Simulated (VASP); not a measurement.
# HfSiO4 (P4/mmm) in VASP: notebook

HfSiO4 is run at these levels: PBE; tasks: single point, relaxation of cell and atoms.

Program: VASP 6.6.1. These are calculated values, not measurements. Logs are shortened: lines on timing, memory, paths and dates and some standing lists are left out, and cuts for length are marked.

## 1. The cell of the first run

Symmetry: P4/mmm, No. 123, tetragonal system. Conventional cell: a = 3.437 Å, b = 3.437 Å, c = 4.918 Å, α = 90.00°, β = 90.00°, γ = 90.00°. Hf (site symmetry 4/mmm) has 8 O at 2.16 Å within 2.9 Å. Si (site symmetry 4/mmm) has 8 O at 2.06 Å within 2.7 Å. O (site symmetry 2mm) has 2 Si at 2.06 Å and 2 Hf at 2.16 Å and 6 O at 2.28 to 2.63 Å within 2.7 Å.

## 2. Single point, PBE

Contents of INCAR:

```
SYSTEM = HfSiO4
PREC = Accurate
ENCUT = 520
EDIFF = 1E-7
ISMEAR = 0
SIGMA = 0.1
LREAL = .FALSE.
LASPH = .TRUE.
NELM = 60
ALGO = Normal
ISIF = 2
LWAVE = .FALSE.
LCHARG = .FALSE.
GGA = PE
NBANDS = 28
```

Contents of KPOINTS:

```
Automatic mesh
0
G
  6 6 4
  0 0 0
```

Contents of POSCAR:

```
HfSiO4
1.0
    3.4368450437      0.0000000000      0.0000000000
    0.0000000000      3.4368450437      0.0000000000
    0.0000000000      0.0000000000      4.9183295996
Hf Si O
1 1 4
Direct
    0.0000000000      0.0000000000      0.0000000000
    0.5000000000      0.5000000000      0.5000000000
    0.5000000000      0.0000000000      0.2677081219
    0.0000000000      0.5000000000      0.7322918781
    0.5000000000      0.0000000000      0.7322918781
    0.0000000000      0.5000000000      0.2677081219
```

Potentials or basis: VASP PAW PBE potentials, release 64 (Hf_pv, Si, O).

The run is started by

```console
> cat potpaw_PBE.64/Hf_pv/POTCAR potpaw_PBE.64/Si/POTCAR potpaw_PBE.64/O/POTCAR > POTCAR
> mpirun -np 1 vasp_std > vasp.out
```

OUTCAR:

```text
SYSTEM = HfSiO4
   PREC = Accurate
   ENCUT = 520
   EDIFF = 1E-7
   ISMEAR = 0
   LREAL = .FALSE.
   LASPH = .TRUE.
   NELM = 60
   ISIF = 2
   GGA = PE

 ion  position               nearest neighbor table
   1  0.000  0.000  0.000-   3 2.16   4 2.16   5 2.16   6 2.16   4 2.16   6 2.16   3 2.16   5 2.16
                             2 3.46   2 3.46   2 3.46   2 3.46   2 3.46   2 3.46   2 3.46   2 3.46
   2  0.500  0.500  0.500-   3 2.06   4 2.06   5 2.06   6 2.06   3 2.06   5 2.06   4 2.06   6 2.06
                             1 3.46   1 3.46   1 3.46   1 3.46   1 3.46   1 3.46   1 3.46   1 3.46
   3  0.500  0.000  0.268-   2 2.06   2 2.06   1 2.16   1 2.16
   4  0.000  0.500  0.732-   2 2.06   2 2.06   1 2.16   1 2.16
   5  0.500  0.000  0.732-   2 2.06   2 2.06   1 2.16   1 2.16
   6  0.000  0.500  0.268-   2 2.06   2 2.06   1 2.16   1 2.16

  LATTYP: Found a simple tetragonal cell.
 ALAT       =     3.4368450437
 C/A-ratio  =     1.4310594563

  Lattice vectors:

 A1 = (   3.4368450437,   0.0000000000,   0.0000000000)
 A2 = (   0.0000000000,   3.4368450437,   0.0000000000)
 A3 = (   0.0000000000,   0.0000000000,   4.9183295996)

Analysis of symmetry for initial positions (statically):
=====================================================================
 Subroutine PRICEL returns:
 Original cell was already a primitive cell.

 Routine SETGRP: Setting up the symmetry group for a
 simple tetragonal supercell.

 Subroutine GETGRP returns: Found 16 space group operations
 (whereof 16 operations were pure point group operations)
 out of a pool of 16 trial point group operations.

The static configuration has the point symmetry D_4h.

Analysis of symmetry for dynamics (positions and initial velocities):
=====================================================================
 Subroutine PRICEL returns:
 Original cell was already a primitive cell.

 Routine SETGRP: Setting up the symmetry group for a
 simple tetragonal supercell.

 Subroutine GETGRP returns: Found 16 space group operations
 (whereof 16 operations were pure point group operations)
 out of a pool of 16 trial point group operations.

The dynamic configuration has the point symmetry D_4h.

 Subroutine INISYM returns: Found 16 space group operations
 (whereof 16 operations are pure point group operations),
 and found     1 'primitive' translations

----------------------------------------------------------------------------------------

                                     Primitive cell
[... 98 lines left out ...]
   NELM   =     60;   NELMIN=  2; NELMDL= -5     # of ELM steps
   EDIFF  = 0.1E-06   stopping-criterion for ELM
   LREAL  =      F    real-space projection
   EDIFFG = 0.1E-05   stopping-criterion for IOM
   NSW    =      0    number of steps for IOM
   IBRION =     -1    ionic relax: 0-MD 1-quasi-New 2-CG
   NFREE  =      0    steps in history (QN), initial steepest desc. (CG)
   ISIF   =      2    stress and relaxation
   ISYM   =      2    0-nonsym 1-usesym 2-fastsym
   POTIM  = 0.5000    time-step for ionic-motion
   TEBEG  =    0.0;   TEEND  =   0.0 temperature during run
   PSTRESS=    0.0 pullay stress
   NELECT =      38.0000    total number of electrons
   NUPDOWN=      -1.0000    fix difference up-down
   EMIN   =  10.00;   EMAX   =-10.00  energy-range for DOS
   EFERMI =   0.00;   METHOD = LEGACY
   ISMEAR =     0;   SIGMA  =   0.10  broadening in eV -4-tet -1-fermi 0-gaus
   EFERMI_NEDOS =   21; number of points for ismear=-14 and -15
   IALGO  =     38    algorithm
   IMIX   =      4    mixing-type and parameters
     AMIX     =   0.40;   BMIX     =  1.00
     AMIX_MAG =   1.60;   BMIX_MAG =  1.00
  volume/ion in A,a.u.               =       9.68        65.34
  Fermi-wavevector in a.u.,A,eV,Ry     =   1.421096  2.685483 27.477167  2.019515
  Thomas-Fermi vector in A             =   2.541942
   LORBIT       =      0    0 simple, 1 ext, 2 COOP (PROOUT), +10 PAW based schemes
   GGA     = PE    functional components
   LHFCALC =     F    Hartree Fock is set to
   AEXX    =    0.0000 exact exchange contribution
   IVDW    =     0    specifies the selected vdW correction
   LEPSILON=     F    determine dielectric tensor
   LRPA    =     F    only Hartree local field effects (RPA)
 non-spin polarized calculation
 Gauss-broadening in eV      SIGMA  =   0.10
  energy-cutoff  :      520.00
  volume of cell :       58.09
 maximum number of plane-waves:      1602
 NGX is ok and might be reduce to    28
   NGX = 13   NGY = 13   NGZ = 19

 number of electron      37.9999991 magnetization

 Free energy of the ion-electron system (eV)
  ---------------------------------------------------
  ext. energy  EPLUGINS =         0.00000000
  ---------------------------------------------------
  free energy    TOTEN  =       -49.20343822 eV

  energy without entropy =      -49.20188261  energy(sigma->0) =      -49.20266041

 E-fermi :   6.1216     XC(G=0): -11.8937

 val. band max:        6.1036138617   @ k =   0.0000   0.0000   0.0000
 cond. band min:       6.1249003304   @ k =   0.5000   0.5000   0.0000
 fundamental gap:      0.0212864688
 Fermi energy:         6.1216190453

 k-point     1 :       0.0000    0.0000    0.0000
  band No.  band energies     occupation
      1     -24.0031      2.00000
      2     -23.8778      2.00000
      3     -23.8778      2.00000
      4     -14.1911      2.00000
      5     -11.7420      2.00000
      6     -11.2190      2.00000
[... 733 lines left out ...]
     27      15.1797      0.00000
     28      15.2339      0.00000

 [... further k-points ...]
[... 5 lines left out ...]
  --------------------------------------------------------------------------------------
  -------------------------------------------------------------------------------------
  Total       -0.6615788     -0.6615788     -0.8375844      0.0000000      0.0000000      0.0000000
  in kB      -18.2454511    -18.2454511    -23.0994500      0.0000000      0.0000000      0.0000000
  external PRESSURE =     -19.8634507 kB  Pullay stress =       0.0000000 kB

 VOLUME and BASIS-vectors are now :
 -----------------------------------------------------------------------------
  energy-cutoff  :      520.00
  volume of cell :       58.09
      direct lattice vectors                 reciprocal lattice vectors
     3.436845044  0.000000000  0.000000000     0.290964529  0.000000000  0.000000000
     0.000000000  3.436845044  0.000000000     0.000000000  0.290964529  0.000000000
     0.000000000  0.000000000  4.918329600     0.000000000  0.000000000  0.203321063

 POSITION                                       TOTAL-FORCE (eV/Angst)
 -----------------------------------------------------------------------------------
      0.00000      0.00000      0.00000         0.000000     -0.000000      0.000000
      1.71842      1.71842      2.45916         0.000000     -0.000000      0.000000
      1.71842      0.00000      1.31668        -0.000000     -0.000000     -0.151876
      0.00000      1.71842      3.60165         0.000000      0.000000      0.151876
      1.71842      0.00000      3.60165         0.000000     -0.000000      0.151876
      0.00000      1.71842      1.31668        -0.000000      0.000000     -0.151876
 -----------------------------------------------------------------------------------
    total drift:                                0.000000     -0.000000      0.000000

  FREE ENERGIE OF THE ION-ELECTRON SYSTEM (eV)
  ---------------------------------------------------
  free  energy   TOTEN  =       -49.2034382162 eV

  energy  without entropy=      -49.2018826118  energy(sigma->0) =      -49.20266041
```

OSZICAR:

```text
N       E                     dE             d eps       ncg     rms          rms(c)
DAV:   1     0.190837626950E+03    0.19084E+03   -0.21195E+04  1680   0.134E+03
DAV:   2    -0.462902981352E+02   -0.23713E+03   -0.22852E+03  2100   0.315E+02
DAV:   3    -0.573495663053E+02   -0.11059E+02   -0.11003E+02  2096   0.631E+01
DAV:   4    -0.574322971660E+02   -0.82731E-01   -0.82659E-01  2160   0.611E+00
DAV:   5    -0.574330445283E+02   -0.74736E-03   -0.74727E-03  2084   0.548E-01    0.557E+01
DAV:   6    -0.493091775356E+02    0.81239E+01   -0.27799E+01  1884   0.323E+01    0.464E+01
DAV:   7    -0.492270172378E+02    0.82160E-01   -0.10430E+00  2116   0.672E+00    0.293E+01
DAV:   8    -0.492171577072E+02    0.98595E-02   -0.20093E-01  2064   0.354E+00    0.681E+00
DAV:   9    -0.492030827176E+02    0.14075E-01   -0.40395E-02  1988   0.140E+00    0.191E+00
DAV:  10    -0.492033369572E+02   -0.25424E-03   -0.21558E-03  2056   0.330E-01    0.874E-02
DAV:  11    -0.492033674929E+02   -0.30536E-04   -0.17123E-04  2072   0.840E-02    0.886E-02
DAV:  12    -0.492034329334E+02   -0.65440E-04   -0.63828E-05  1984   0.444E-02    0.968E-02
DAV:  13    -0.492034379624E+02   -0.50290E-05   -0.76883E-06  2128   0.190E-02    0.269E-02
DAV:  14    -0.492034382678E+02   -0.30538E-06   -0.11038E-06  2076   0.616E-03    0.111E-02
DAV:  15    -0.492034382162E+02    0.51535E-07   -0.19172E-07  1984   0.236E-03
   1 F= -.49203438E+02 E0= -.49202660E+02  d E =-.155560E-02
```

stdout:

```text
POSCAR found type information on POSCAR HfSiO
 POSCAR found :  3 types and       6 ions
 scaLAPACK will be used
 LDA part: xc-table for (Slater+PW92), standard interpolation
 POSCAR, INCAR and KPOINTS ok, starting setup
 FFT: planning ... GRIDC
 FFT: planning ... GRID_SOFT
 FFT: planning ... GRID
 WAVECAR not read
 entering main loop
```

Wall time 25 s (1 thread of Intel Xeon 6975P-C (Granite Rapids), shared host); peak memory 0.19 GiB.

What came out:

```yaml
Free_energy: -49.2034 eV
Pressure: -2.0 GPa
Largest_force: 0.152 eV/Å
Band_gap_on_the_k_mesh: zero (band 19 reaches 6.12 eV, above the bottom of band 20 at 6.10 eV)
```

Forces on the atoms (eV/Å):
```
Hf   0.000  0.000  0.000
Si   0.000  0.000  0.000
O    0.000  0.000 -0.152
O    0.000  0.000  0.152
O    0.000  0.000  0.152
O    0.000  0.000 -0.152
```

Levels at points of the mesh, in eV from the Fermi level:
| k point | band 17 | band 18 | band 19 | band 20 | band 21 | band 22 |
| --- | --- | --- | --- | --- | --- | --- |
| (0.00, 0.00, 0.00) | -1.10 | -1.10 | -0.11 | -0.02 | 4.39 | 4.49 |
| (0.50, 0.00, 0.00) | -2.12 | -1.52 | -0.54 | 3.94 | 4.15 | 4.41 |
| (0.50, 0.50, 0.00) | -0.93 | -0.08 | 0.00 | 0.06 | 5.33 | 6.91 |
| (0.00, 0.00, 0.50) | -1.93 | -0.58 | -0.58 | 1.78 | 3.11 | 4.54 |
| (0.50, 0.00, 0.50) | -2.51 | -2.26 | -2.02 | 4.54 | 4.75 | 4.84 |
| (0.50, 0.50, 0.50) | -0.80 | -0.31 | -0.24 | 2.99 | 3.94 | 5.56 |

Caveat: spin-orbit coupling is left out, which moves the levels of the heavy elements.

## 3. Single point, PBE

This run uses another cell than the first one, of 11.85 Å³/atom, 1.224 times its volume.

Contents of INCAR:

```
ALGO     = Normal         # electronic algorithm
EDIFF    = 1E-7           # SCF threshold, eV
ENCUT    = 520            # plane-wave cutoff, eV
GGA      = PE             # functional
ISIF     = 2              # what is computed and relaxed
ISMEAR   = 0              # smearing method
LASPH    = True           # aspherical terms in the spheres
LCHARG   = True           # write CHGCAR
LELF     = True           # ELF
LREAL    = False          # projectors in reciprocal space
LVHAR    = True         
LWAVE    = False          # write WAVECAR
NBANDS   = 28             # bands
NELM     = 80             # most SCF steps
PREC     = Accurate       # precision mode
SIGMA    = 0.1            # smearing width, eV
```

Contents of KPOINTS:

```
k-points
0
Gamma
  6 6 4
```

Contents of POSCAR:

```
HfSiO4
1.0
    3.6905578400      0.0000000000      0.0000000000
    0.0000000000      3.6905578400      0.0000000000
    0.0000000000      0.0000000000      5.2192369400
Hf Si O
1 1 4
Direct
    0.0000000000      0.0000000000      0.0000000000
    0.5000000000      0.5000000000      0.5000000000
    0.5000000000      0.0000000000      0.2500000000
    0.0000000000      0.5000000000      0.7500000000
    0.5000000000      0.0000000000      0.7500000000
    0.0000000000      0.5000000000      0.2500000000
```

Potentials or basis: VASP PAW PBE potentials, release 64 (Hf_pv, Si, O).

The run is started by

```console
> cat potpaw_PBE.64/Hf_pv/POTCAR potpaw_PBE.64/Si/POTCAR potpaw_PBE.64/O/POTCAR > POTCAR
> mpirun -np 1 vasp_std > vasp.out
```

Wall time 29 s (1 thread of Intel Xeon 6975P-C (Granite Rapids), shared host); peak memory 0.2 GiB.

It converged, with:

* Free energy: -47.5669 eV
* Pressure: -29.1 GPa
* Largest force: 0.805 eV/Å
* Band gap on the k mesh: zero (band 19 reaches 3.78 eV, above the bottom of band 20 at 3.77 eV)

Forces in eV/Å, atoms in the order of the input:
```
Hf   0.000  0.000  0.000
Si   0.000  0.000  0.000
O    0.000  0.000  0.805
O    0.000  0.000 -0.805
O    0.000  0.000 -0.805
O    0.000  0.000  0.805
```

Stress tensor (GPa, compression positive):
```
-28.47   0.00   0.00
  0.00 -28.47   0.00
  0.00   0.00 -30.43
```

Levels at points of the mesh, in eV from the Fermi level:
| k point | band 17 | band 18 | band 19 | band 20 | band 21 | band 22 |
| --- | --- | --- | --- | --- | --- | --- |
| (0.00, 0.00, 0.00) | -0.85 | -0.83 | -0.83 | -0.04 | 4.04 | 4.14 |
| (0.50, 0.00, 0.00) | -1.79 | -1.08 | -0.40 | 2.05 | 3.91 | 4.08 |
| (0.50, 0.50, 0.00) | -0.50 | -0.26 | -0.11 | 0.04 | 4.41 | 5.58 |
| (0.00, 0.00, 0.50) | -1.42 | -0.53 | -0.53 | 0.93 | 3.13 | 4.17 |
| (0.50, 0.00, 0.50) | -2.19 | -1.84 | -1.72 | 2.55 | 4.34 | 4.64 |
| (0.50, 0.50, 0.50) | -0.33 | -0.27 | -0.15 | 1.94 | 3.47 | 4.67 |

Caveat: spin-orbit coupling is left out, which moves the levels of the heavy elements.

(Part 1 of 2 ends here.)
